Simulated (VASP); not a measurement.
Set up this calculation in VASP 6.6.1, as the native input.

```
Task                   : single point
Functional             : LDA
Potentials or basis    : VASP PAW PBE potentials, release 64 (Lu)
Cutoff                 : 520 eV
k mesh                 : 11 × 11 × 6
Occupations            : fermi-dirac, width 0.1 eV
Spin                   : no spin polarisation
Dipole correction      : no
Further INCAR settings : ALGO = Normal; EDIFF = 1e-06; NBANDS = 32
```

The structure of Lu lies in POSCAR:

```
Lu
1.0
    3.3823924653      0.0000000000      0.0000000000
   -1.6911962327      2.9292378005      0.0000000000
    0.0000000000      0.0000000000      5.2524129119
Lu
2
Direct
    0.3333333333      0.6666666667      0.2500000000
    0.6666666667      0.3333333333      0.7500000000
```

One way to write it, as run:

INCAR

```
  ALGO = Normal
  EDIFF = 1E-6
  ENCUT = 520
  GGA = CA
  ISIF = 2
  ISMEAR = -1
  LASPH = T
  LCHARG = F
  LREAL = F
  LWAVE = F
  NBANDS = 32
  NELM = 80
  PREC = Accurate
  SIGMA = 0.1
```

KPOINTS

```
k-points
0
Gamma
  11 11 6
```

Potentials or basis: VASP PAW PBE potentials, release 64 (Lu).

Run with:

```console
$ cat potpaw_PBE.64/Lu/POTCAR > POTCAR
$ mpirun -np 1 vasp_std > vasp.out
```

Results of the run:

```yaml
Pressure: 0.2 GPa
Band_gap_on_the_k_mesh: zero (bands 25 and 26 overlap by 1.91 eV)
```

Caveat: the PAW data sets were made with another functional, which shifts forces and pressure a little; spin-orbit coupling is left out, which moves the levels of the heavy elements.

Wall time 110 s on 1 thread of Intel(R) Xeon(R) Platinum 8488C (Sapphire Rapids) (shared host), peak memory 0.22 GiB.
